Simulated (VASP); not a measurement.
# MgS (Fm-3m) in VASP: further runs

MgS is run at these levels: PBE; tasks: single point.

Program: VASP 6.6.1. These are calculated values, not measurements. Logs are shortened: lines on timing, memory, paths and dates and some standing lists are left out, and cuts for length are marked.

## (1) The cell of the first run

It takes space group Fm-3m (No. 225, cubic). Conventional cell: a = 5.123 Å, b = 5.123 Å, c = 5.123 Å, α = 90.00°, β = 90.00°, γ = 90.00°. Mg (site symmetry m-3m) has 6 S at 2.56 Å within 3.4 Å. Within 3.4 Å of S (site symmetry m-3m) lie 6 Mg at 2.56 Å.

## (2) Single point, PBE (volume changed by -6%)

INCAR reads:

```
  ALGO = Normal
  EDIFF = 1E-6
  ENCUT = 520
  GGA = PE
  ISIF = 2
  ISMEAR = 0
  LASPH = T
  LCHARG = T
  LELF = T
  LREAL = F
  LVHAR = T
  LWAVE = F
  NBANDS = 11
  NELM = 60
  PREC = Accurate
  SIGMA = 0.01
```

KPOINTS reads:

```
k-points
0
Gamma
  8 8 8
```

POSCAR reads:

```
MgS
1.0
    0.0000000000      2.5614349396      2.5614349396
    2.5614349396      0.0000000000      2.5614349396
    2.5614349396      2.5614349396      0.0000000000
Mg S
1 1
Direct
    0.0000000000      0.0000000000      0.0000000000
    0.5000000000      0.5000000000      0.5000000000
```

Potentials or basis: VASP PAW PBE potentials, release 64 (Mg, S).

The run is started by

```bash
> cat potpaw_PBE.64/Mg/POTCAR potpaw_PBE.64/S/POTCAR > POTCAR
> mpirun -np 1 vasp_std > vasp.out
```

OUTCAR:

```text
EDIFF = 1E-6
   ENCUT = 520
   GGA = PE
   ISIF = 2
   ISMEAR = 0
   LASPH = T
   LREAL = F
   NELM = 60
   PREC = Accurate

 ion  position               nearest neighbor table
   1  0.000  0.000  0.000-   2 2.56   2 2.56   2 2.56   2 2.56   2 2.56   2 2.56
   2  0.500  0.500  0.500-   1 2.56   1 2.56   1 2.56   1 2.56   1 2.56   1 2.56

  LATTYP: Found a face centered cubic cell.
 ALAT       =     5.1228698792

  Lattice vectors:

 A1 = (   0.0000000000,   2.5614349396,   2.5614349396)
 A2 = (   2.5614349396,   0.0000000000,   2.5614349396)
 A3 = (   2.5614349396,   2.5614349396,   0.0000000000)

Analysis of symmetry for initial positions (statically):
=====================================================================
 Subroutine PRICEL returns:
 Original cell was already a primitive cell.

 Routine SETGRP: Setting up the symmetry group for a
 face centered cubic supercell.

 Subroutine GETGRP returns: Found 48 space group operations
 (whereof 48 operations were pure point group operations)
 out of a pool of 48 trial point group operations.

The static configuration has the point symmetry O_h .

Analysis of symmetry for dynamics (positions and initial velocities):
=====================================================================
 Subroutine PRICEL returns:
 Original cell was already a primitive cell.

 Routine SETGRP: Setting up the symmetry group for a
 face centered cubic supercell.

 Subroutine GETGRP returns: Found 48 space group operations
 (whereof 48 operations were pure point group operations)
 out of a pool of 48 trial point group operations.

The dynamic configuration has the point symmetry O_h .

 Subroutine INISYM returns: Found 48 space group operations
 (whereof 48 operations are pure point group operations),
 and found     1 'primitive' translations

----------------------------------------------------------------------------------------

                                     Primitive cell

  volume of cell :      33.6109

  direct lattice vectors                    reciprocal lattice vectors
     0.000000000  2.561434940  2.561434940    -0.195203084  0.195203084  0.195203084
     2.561434940  0.000000000  2.561434940     0.195203084 -0.195203084  0.195203084
     2.561434940  2.561434940  0.000000000     0.195203084  0.195203084 -0.195203084

  length of vectors
     3.622416031  3.622416031  3.622416031     0.338101660  0.338101660  0.338101660

  position of ions in fractional coordinates (direct lattice)
     0.000000000  0.000000000  0.000000000
     0.500000000  0.500000000  0.500000000

  ion indices of the primitive-cell ions
   primitive index   ion index
                 1           1
                 2           2

----------------------------------------------------------------------------------------

 KPOINTS: k-points

Automatic generation of k-mesh.
 Grid dimensions read from file:
 generate k-points for:    8    8    8

 Generating k-lattice:

  Cartesian coordinates                     Fractional coordinates (reciprocal lattice)
    -0.024400386  0.024400386  0.024400386     0.125000000  0.000000000  0.000000000
     0.024400386 -0.024400386  0.024400386     0.000000000  0.125000000  0.000000000
     0.024400386  0.024400386 -0.024400386     0.000000000  0.000000000  0.125000000

  Length of vectors
     0.042262707  0.042262707  0.042262707

  Shift w.r.t. Gamma in fractional coordinates (k-lattice)
     0.000000000  0.000000000  0.000000000

 Subroutine IBZKPT returns following result:
 ===========================================

 Found     29 irreducible k-points:

 Following reciprocal coordinates:
            Coordinates               Weight
  0.000000  0.000000  0.000000      1.000000
  0.125000  0.000000  0.000000      8.000000
  0.250000  0.000000  0.000000      8.000000
  0.375000  0.000000  0.000000      8.000000
  0.500000  0.000000  0.000000      4.000000
  0.125000  0.125000  0.000000      6.000000
[... 16 lines left out ...]
  0.500000  0.250000  0.125000     48.000000
 -0.375000  0.250000  0.125000     24.000000
 [... further k-points ...]
   k-points           NKPTS =     29   k-points in BZ     NKDIM =     29   number of bands    NBANDS=     11
   number of dos      NEDOS =    301   number of ions     NIONS =      2
   total plane-waves  NPLWV =  21952
   dimension x,y,z NGX =    28 NGY =   28 NGZ =   28
   dimension x,y,z NGXF=    56 NGYF=   56 NGZF=   56
   ions per type =               1   1
   NGX,Y,Z   is equivalent  to a cutoff of  12.85, 12.85, 12.85 a.u.
   NGXF,Y,Z  is equivalent  to a cutoff of  25.70, 25.70, 25.70 a.u.
 SYSTEM =  unknown system
   PREC   = accura    normal or accurate (medium, high low for compatibility)
   ISTART =      0    job   : 0-new  1-cont  2-samecut
   ICHARG =      2    charge: 1-file 2-atom 10-const
   ISPIN  =      1    spin polarized calculation?
   LNONCOLLINEAR =      F non collinear calculations
   LSORBIT =      F    spin-orbit coupling
   LASPH  =      T    aspherical Exc in radial PAW
   ENCUT  =  520.0 eV  38.22 Ry    6.18 a.u.   6.74  6.74  6.74*2*pi/ulx,y,z
   NELM   =     60;   NELMIN=  2; NELMDL= -5     # of ELM steps
   EDIFF  = 0.1E-05   stopping-criterion for ELM
   LREAL  =      F    real-space projection
   EDIFFG = 0.1E-04   stopping-criterion for IOM
   NSW    =      0    number of steps for IOM
   IBRION =     -1    ionic relax: 0-MD 1-quasi-New 2-CG
   NFREE  =      0    steps in history (QN), initial steepest desc. (CG)
   ISIF   =      2    stress and relaxation
   ISYM   =      2    0-nonsym 1-usesym 2-fastsym
   POTIM  = 0.5000    time-step for ionic-motion
   TEBEG  =    0.0;   TEEND  =   0.0 temperature during run
   PSTRESS=    0.0 pullay stress
   NELECT =       8.0000    total number of electrons
   NUPDOWN=      -1.0000    fix difference up-down
   EMIN   =  10.00;   EMAX   =-10.00  energy-range for DOS
   EFERMI =   0.00;   METHOD = LEGACY
   ISMEAR =     0;   SIGMA  =   0.01  broadening in eV -4-tet -1-fermi 0-gaus
   EFERMI_NEDOS =   21; number of points for ismear=-14 and -15
   IALGO  =     38    algorithm
   IMIX   =      4    mixing-type and parameters
     AMIX     =   0.40;   BMIX     =  1.00
     AMIX_MAG =   1.60;   BMIX_MAG =  1.00
  volume/ion in A,a.u.               =      16.81       113.41
  Fermi-wavevector in a.u.,A,eV,Ry     =   1.014561  1.917242 14.004940  1.029334
  Thomas-Fermi vector in A             =   2.147796
   LORBIT       =      0    0 simple, 1 ext, 2 COOP (PROOUT), +10 PAW based schemes
   GGA     = PE    functional components
   LHFCALC =     F    Hartree Fock is set to
   AEXX    =    0.0000 exact exchange contribution
   IVDW    =     0    specifies the selected vdW correction
   LEPSILON=     F    determine dielectric tensor
   LRPA    =     F    only Hartree local field effects (RPA)
 non-spin polarized calculation
 Gauss-broadening in eV      SIGMA  =   0.01
  energy-cutoff  :      520.00
  volume of cell :       33.61
 maximum number of plane-waves:       934
   NGX = 13   NGY = 13   NGZ = 13

 number of electron       7.9999998 magnetization

 Free energy of the ion-electron system (eV)
  ---------------------------------------------------
  ext. energy  EPLUGINS =         0.00000000
  ---------------------------------------------------
  free energy    TOTEN  =        -8.47345142 eV

  energy without entropy =       -8.47345142  energy(sigma->0) =       -8.47345142

 E-fermi :   4.1954     XC(G=0):  -9.8826

 val. band max:        4.1530461932   @ k =   0.0000   0.0000   0.0000
 cond. band min:       7.0287585732   @ k =   0.5000   0.5000   0.0000
 fundamental gap:      2.8757123800
 Fermi energy:         4.1954168582

 k-point     1 :       0.0000    0.0000    0.0000
  band No.  band energies     occupation
      1      -8.7888      2.00000
      2       4.1530      2.00000
      3       4.1530      2.00000
      4       4.1530      2.00000
      5       8.2438      0.00000
      6      12.0735      0.00000
      7      12.0735      0.00000
      8      12.0735      0.00000
      9      14.5520      0.00000
     10      14.5520      0.00000
     11      16.7983      0.00000

 k-point     2 :       0.1250    0.0000    0.0000
  band No.  band energies     occupation
      1      -8.6263      2.00000
      2       3.0744      2.00000
      3       4.0416      2.00000
      4       4.0416      2.00000
      5       9.0203      0.00000
      6      11.8007      0.00000
      7      12.3442      0.00000
      8      12.3442      0.00000
      9      13.9504      0.00000
     10      13.9504      0.00000
     11      17.1979      0.00000

 k-point     3 :       0.2500    0.0000    0.0000
  band No.  band energies     occupation
      1      -8.1839      2.00000
      2       1.2285      2.00000
      3       3.8001      2.00000
      4       3.8001      2.00000
      5       9.2824      0.00000
      6      12.0211      0.00000
      7      12.0211      0.00000
      8      12.7322      0.00000
      9      14.5272      0.00000
     10      14.5272      0.00000
     11      16.3676      0.00000

 k-point     4 :       0.3750    0.0000    0.0000
  band No.  band energies     occupation
      1      -7.6367      2.00000
      2      -0.3065      2.00000
      3       3.5886      2.00000
      4       3.5886      2.00000
      5       8.9227      0.00000
      6      11.3614      0.00000
      7      11.3614      0.00000
      8      14.4255      0.00000
      9      15.9708      0.00000
     10      16.5465      0.00000
     11      16.5465      0.00000
[... 239 lines left out ...]
 k-point    22 :       0.3750    0.2500    0.1250
  band No.  band energies     occupation
      1      -7.8356      2.00000
      2       0.9537      2.00000
      3       2.5928      2.00000
      4       3.4220      2.00000
      5      10.1558      0.00000
      6      10.6112      0.00000
      7      11.4155      0.00000
      8      13.5660      0.00000
      9      14.3926      0.00000
     10      17.3385      0.00000
     11      19.4320      0.00000

 k-point    23 :       0.5000    0.2500    0.1250
  band No.  band energies     occupation
      1      -7.3706      2.00000
      2       0.0454      2.00000
      3       2.0246      2.00000
      4       3.0878      2.00000
      5       9.8956      0.00000
      6      10.6411      0.00000
      7      12.0747      0.00000
      8      13.3711      0.00000
      9      16.0520      0.00000
     10      18.7366      0.00000
     11      19.4144      0.00000

 k-point    24 :      -0.3750    0.2500    0.1250
  band No.  band energies     occupation
      1      -7.1451      2.00000
      2      -0.3844      2.00000
      3       1.8751      2.00000
      4       2.9178      2.00000
      5       9.8354      0.00000
      6      10.3593      0.00000
      7      12.7197      0.00000
      8      13.8016      0.00000
      9      16.6251      0.00000
     10      17.8668      0.00000
     11      20.0035      0.00000

 [... further k-points ...]
[... 5 lines left out ...]
  --------------------------------------------------------------------------------------
  -------------------------------------------------------------------------------------
  Total        1.0245046      1.0245046      1.0245046      0.0000000      0.0000000     -0.0000000
  in kB       48.8364956     48.8364956     48.8364956      0.0000000      0.0000000     -0.0000000
  external PRESSURE =      48.8364956 kB  Pullay stress =       0.0000000 kB

 VOLUME and BASIS-vectors are now :
 -----------------------------------------------------------------------------
  energy-cutoff  :      520.00
  volume of cell :       33.61
      direct lattice vectors                 reciprocal lattice vectors
     0.000000000  2.561434940  2.561434940    -0.195203084  0.195203084  0.195203084
     2.561434940  0.000000000  2.561434940     0.195203084 -0.195203084  0.195203084
     2.561434940  2.561434940  0.000000000     0.195203084  0.195203084 -0.195203084

 POSITION                                       TOTAL-FORCE (eV/Angst)
 -----------------------------------------------------------------------------------
      0.00000      0.00000      0.00000        -0.000000     -0.000000      0.000000
      2.56143      2.56143      2.56143         0.000000      0.000000      0.000000
 -----------------------------------------------------------------------------------
    total drift:                                0.000000      0.000000      0.000000

  FREE ENERGIE OF THE ION-ELECTRON SYSTEM (eV)
  ---------------------------------------------------
  free  energy   TOTEN  =        -8.4734514165 eV

  energy  without entropy=       -8.4734514165  energy(sigma->0) =       -8.47345142
```

Run time: 21 s. Hardware: 1 thread of AMD EPYC 7R13, shared host; peak memory 0.13 GiB.

What came out:

| Quantity | Value |
| --- | --- |
| Free energy | -8.4735 eV |
| Pressure | 4.9 GPa |
| Band gap on the k mesh | 2.88 eV, indirect (least direct gap 4.09 eV) |

Caveat: the cell differs from its parent crystal (volume changed by -6%).

## (3) Single point, PBE

This run uses another cell than the first one, of 17.61 Å³/atom, 1.048 times its volume.

INCAR reads:

```
PREC     = Accurate       # precision mode
ENCUT    = 520            # plane-wave cutoff, eV
EDIFF    = 1E-6           # SCF threshold, eV
ISMEAR   = 0              # smearing method
SIGMA    = 0.01           # smearing width, eV
LREAL    = F              # projectors in reciprocal space
LASPH    = T              # aspherical terms in the spheres
NELM     = 100            # most SCF steps
ALGO     = Normal         # electronic algorithm
ISIF     = 2              # what is computed and relaxed
LWAVE    = F              # write WAVECAR
LCHARG   = T              # write CHGCAR
GGA      = PE             # functional
LELF     = T              # ELF
LVHAR    = T            
NBANDS   = 11             # bands
```

KPOINTS reads:

```
Automatic mesh
0
Gamma
  8 8 8
```

POSCAR reads:

```
MgS
1.0
    0.0000000000      2.6015179371      2.6015179371
    2.6015179371      0.0000000000      2.6015179371
    2.6015179371      2.6015179371      0.0000000000
Mg S
1 1
Direct
    0.0000000000      0.0000000000      0.0000000000
    0.5000000000      0.5000000000      0.5000000000
```

Potentials or basis: VASP PAW PBE potentials, release 64 (Mg, S).

The run is started by

```bash
> cat potpaw_PBE.64/Mg/POTCAR potpaw_PBE.64/S/POTCAR > POTCAR
> mpirun -np 1 vasp_std > vasp.out
```

Run time: 25 s. Hardware: 1 thread of AMD EPYC 7R13, shared host; peak memory 0.13 GiB.

The run converged. Its results:

```
Free energy            : -8.5018 eV
Pressure               : 0.9 GPa
Band gap on the k mesh : 2.78 eV, indirect (least direct gap 3.71 eV)
```

Levels at points of the mesh, in eV from the valence-band top:
| k point | band 1 | band 2 | band 3 | band 4 | band 5 | band 6 | band 7 | band 8 |
| --- | --- | --- | --- | --- | --- | --- | --- | --- |
| (0.00, 0.00, 0.00) | -12.67 | 0.00 | 0.00 | 0.00 | 3.71 | 7.95 | 7.95 | 7.95 |
| (0.50, 0.00, 0.00) | -11.36 | -4.83 | -0.59 | -0.59 | 4.55 | 6.91 | 6.91 | 10.12 |
| (0.50, 0.50, 0.00) | -10.99 | -4.19 | -1.68 | -1.68 | 2.78 | 4.40 | 12.01 | 12.82 |

A k mesh can miss the band edges.

(Continued in part 2 of 2.)
